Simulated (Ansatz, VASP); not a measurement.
LiF: VASP beside Ansatz

```
Li F
1.0
     2.92050    0.00000    0.00000
    -1.46025    2.52923    0.00000
     0.00000    0.00000    5.16665
Li F
2 2
Direct
  0.33333 0.66667 0.38107
  0.66667 0.33333 0.88107
  0.33333 0.66667 0.99393
  0.66667 0.33333 0.49393
```

Alike in both runs: task single point; functional PBE; k mesh 9 × 9 × 6; occupations gaussian, width 0.05 eV; no spin polarisation.

```csv
,VASP,Ansatz
version,VASP 6.6.1,Ansatz 0.2.0
potentials or method,"VASP PAW PBE potentials, release 64 (Li_sv, F), cutoff 520 eV","scalar-relativistic, plane waves, PAW"
valence electrons in the cell,20,20
```

|  | VASP | Ansatz | Ansatz less VASP |
| --- | --- | --- | --- |
| gap on the k mesh at the Fermi level (eV) | 8.03 | 8.05 | +0.015 |
| least direct gap on the mesh (eV) | 8.03 | 8.05 | +0.015 |
| rms of the force components (eV/Å) | 0.236 | 0.222 | -0.0136 |

Atom by atom the forces differ by 0.014 eV/Å (rms over components).

Noted on VASP's run: the cutoff is short for stress, so the pressure is rough.
